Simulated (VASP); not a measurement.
Input of a VASP 6.6.1 run:

File INCAR:

```
PREC = Accurate
ENCUT = 520
EDIFF = 1E-6
ISMEAR = 0
SIGMA = 0.1
LREAL = Auto
LASPH = T
NELM = 80
ALGO = Normal
ISIF = 2
LWAVE = F
LCHARG = T
LDIPOL = T
IDIPOL = 3
DIPOL = 0.5 0.5 0.499
GGA = PE
IVDW = 12
LELF = T
LVHAR = T
LVACPOTAV = T
NBANDS = 118
```

The input KPOINTS:

```
Automatic mesh
0
Gamma
  3 3 1
```

File POSCAR:

```
Nb
1.0
    6.5334730399      0.0000000000      0.0000000000
    0.0000000000      6.5334730399      0.0000000000
    0.0000000000      0.0000000000     20.9001047799
Nb
16
Direct
    0.2500000000      0.7500000000      0.3827732006
    0.2500000000      0.2500000000      0.3827732006
    0.7500000000      0.7500000000      0.3827732006
    0.7500000000      0.2500000000      0.3827732006
    0.5000000000      0.5000000000      0.4609244002
    0.5000000000      0.0000000000      0.4609244002
    0.0000000000      0.5000000000      0.4609244002
    0.0000000000      0.0000000000      0.4609244002
    0.7500000000      0.2500000000      0.5383781934
    0.7500000000      0.7500000000      0.5383781934
    0.2500000000      0.2500000000      0.5383781934
    0.2500000000      0.7500000000      0.5383781934
    0.0000000000      0.0000000000      0.6126146547
    0.0000000000      0.5000000000      0.6126146547
    0.5000000000      0.0000000000      0.6126146547
    0.5000000000      0.5000000000      0.6126146547
```

Potentials or basis: VASP PAW PBE potentials, release 64 (Nb_sv).

The run is started by

```bash
$ cat potpaw_PBE.64/Nb_sv/POTCAR > POTCAR
$ mpirun -np 1 vasp_std > vasp.out
```

**Question.** Estimate the largest force.

**Answer.** 0.381 eV/Å.

**Question.** What does it give for the band gap on the k mesh?

**Answer.** Zero (bands 104 and 105 overlap by 0.06 eV).

**Question.** Predict the dispersion energy per atom.

**Answer.** -0.481 eV.

Forces in eV/Å, atoms in the order of the input:
```
Nb   0.000  0.000  0.381
Nb   0.000  0.000  0.381
Nb   0.000  0.000  0.381
Nb   0.000  0.000  0.381
Nb   0.000  0.000 -0.367
Nb   0.000  0.000 -0.367
Nb   0.000  0.000 -0.367
Nb   0.000  0.000 -0.367
Nb   0.000  0.000  0.007
Nb   0.000  0.000  0.007
Nb   0.000  0.000  0.007
Nb   0.000  0.000  0.007
Nb   0.000  0.000 -0.021
Nb   0.000  0.000 -0.021
Nb   0.000  0.000 -0.021
Nb   0.000  0.000 -0.021
```
